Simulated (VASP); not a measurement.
Here is a VASP 6.6.1 calculation.

INCAR

```
SYSTEM = HfC
  PREC = Accurate
  ENCUT = 600
  EDIFF = 1E-7
  ISMEAR = -1
  SIGMA = 0.1
  LREAL = .False.
  LASPH = .True.
  NELM = 60
  ALGO = Normal
  ISIF = 3
  LWAVE = .False.
  LCHARG = .False.
  GGA = PS
  IBRION = 2
  NSW = 100
  EDIFFG = -0.002
  PSTRESS = 100.0
```

The input KPOINTS:

```
Automatic mesh
0
Gamma
  18 18 18
  0 0 0
```

The input POSCAR:

```
HfC
1.0
    0.0000000000      2.3036722454      2.3036722454
    2.3036722454      0.0000000000      2.3036722454
    2.3036722454      2.3036722454      0.0000000000
Hf C
1 1
Direct
    0.5000000000      0.5000000000      0.5000000000
    0.0000000000      0.0000000000      0.0000000000
```

Potentials or basis: VASP PAW PBE potentials, release 64 (Hf_pv, C).

The run is started by

```console
$ cat potpaw_PBE.64/Hf_pv/POTCAR potpaw_PBE.64/C/POTCAR > POTCAR
$ mpirun -np 1 vasp_std > vasp.out
```

Problem. What does it give for the space group after relaxing (to 0.1 Å)?

Solution. Fm-3m (No. 225).

Problem. What does it give for the band gap on the k mesh?

Solution. Zero (bands 7 and 8 overlap by 1.48 eV).

Problem. What does it give for the relaxed cell?

Solution. a = 3.217 Å, b = 3.217 Å, c = 3.217 Å, α = 60.00°, β = 60.00°, γ = 60.00°.

Problem. Estimate the relaxed volume.

Solution. 11.77 Å³/atom.

Final structure:
```
Hf C
1.0
     0.00000    2.27456    2.27456
     2.27456    0.00000    2.27456
     2.27456    2.27456    0.00000
Hf C
1 1
Cartesian
  2.2746 2.2746 2.2746
  0.0000 0.0000 0.0000
```

Caveat: the cell is relaxed towards a set pressure, so the run minimises the enthalpy, not the energy; the PAW data sets were made with another functional, which shifts forces and pressure a little; spin-orbit coupling is left out, which moves the levels of the heavy elements.
